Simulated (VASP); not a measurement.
Ta2Ga:

```
Ta Ga
1.0
     0.00000    3.71751    3.71751
     3.71751    0.00000    3.71751
     3.71751    3.71751    0.00000
Ta Ga
4 2
Cartesian
  4.6469 4.6469 4.6469
  4.6469 2.7881 2.7881
  2.7881 2.7881 4.6469
  2.7881 4.6469 2.7881
  0.0000 0.0000 0.0000
  1.8588 1.8588 1.8588
```

```yaml
Program: VASP 6.6.1
Task: relaxation of cell and atoms
Functional: PBE
Potentials_or_basis: VASP PAW PBE potentials, release 64 (Ta_pv, Ga_d)
Cutoff: 600 eV
k_mesh: 4 × 4 × 4
Occupations: gaussian, width 0.1 eV
Spin: no spin polarisation
```

At the start: pressure 21.2 GPa; volume 17.13 Å³/atom.

Q: Where does the relaxation end?

A: Over 4 steps the energy falls by 137.9 meV/atom and the volume is 19.43 Å³/atom (+13.5 %); space group Fd-3m (No. 227, to 0.05 Å).

Step by step:
| step | energy change (eV) | largest force (eV/Å) | pressure (GPa) | volume (Å³) |
| --- | --- | --- | --- | --- |
| 1 | 0.0000 | 0.0000 | 21.23 | 102.75 |
| 2 | 0.6504 | 0.0000 | -16.91 | 140.33 |
| 3 | -0.8259 | 0.0000 | -0.74 | 117.16 |
| 4 | -0.8274 | 0.0000 | -0.10 | 116.59 |

Final structure:
```yaml
crystal:
  lattice:
    - [0.00000, 3.87742, 3.87742]
    - [3.87742, 0.00000, 3.87742]
    - [3.87742, 3.87742, 0.00000]
  atoms:
    - { symbol: Ta, position: [0.62500, 0.62500, 0.62500] }
    - { symbol: Ta, position: [0.12500, 0.62500, 0.62500] }
    - { symbol: Ta, position: [0.62500, 0.62500, 0.12500] }
    - { symbol: Ta, position: [0.62500, 0.12500, 0.62500] }
    - { symbol: Ga, position: [0.00000, 0.00000, 0.00000] }
    - { symbol: Ga, position: [0.25000, 0.25000, 0.25000] }
```

Caveat: the k points lie up to 0.35 Å⁻¹ apart in the final cell.
